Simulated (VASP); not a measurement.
A run of VASP 6.6.1:

Contents of POSCAR:

```
YSn3
1.0
    4.6660000000      0.0000000000      0.0000000000
    0.0000000000      4.6660000000      0.0000000000
    0.0000000000      0.0000000000      4.6660000000
Y Sn
1 3
Direct
    0.0000000000      0.0000000000      0.0000000000
    0.0000000000      0.5000000000      0.5000000000
    0.5000000000      0.0000000000      0.5000000000
    0.5000000000      0.5000000000      0.0000000000
```

The input INCAR.step1:

```
  PREC = Accurate
  ENCUT = 520
  ISMEAR = -1
  SIGMA = 0.1
  LREAL = False
  LASPH = True
  NELM = 80
  NBANDS = 34
  GGA = PE
  ALGO = Normal
  EDIFF = 1E-4
  LWAVE = True
  LCHARG = False
```

INCAR.step2

```
  PREC = Accurate
  ENCUT = 520
  EDIFF = 1E-6
  ISMEAR = -1
  SIGMA = 0.1
  LREAL = False
  LASPH = True
  NELM = 80
  ALGO = Normal
  ISIF = 2
  LWAVE = False
  LCHARG = True
  METAGGA = R2SCAN
  LMIXTAU = True
  LELF = True
  LVHAR = True
  NBANDS = 34
  ISTART = 1
```

The input KPOINTS:

```
Automatic mesh
0
Gamma
  5 5 5
```

Potentials or basis: VASP PAW PBE potentials, release 64 (Y_sv, Sn_d).

Launch:

```bash
$ cat potpaw_PBE.64/Y_sv/POTCAR potpaw_PBE.64/Sn_d/POTCAR > POTCAR
$ cp INCAR.step1 INCAR
$ mpirun -np 1 vasp_std > vasp.out
$ cp INCAR.step2 INCAR
$ mpirun -np 1 vasp_std > vasp.out
```

Hardware: 1 thread of Intel(R) Xeon(R) Platinum 8259CL CPU @ 2.50GHz (Skylake/Cascade Lake), with other jobs on the host.

Q: How long does it take, and how much memory?

A: Wall time 2.4 min on 1 thread of Intel(R) Xeon(R) Platinum 8259CL CPU @ 2.50GHz (Skylake/Cascade Lake) (shared host), peak memory 0.23 GiB. Counts: k points 10.
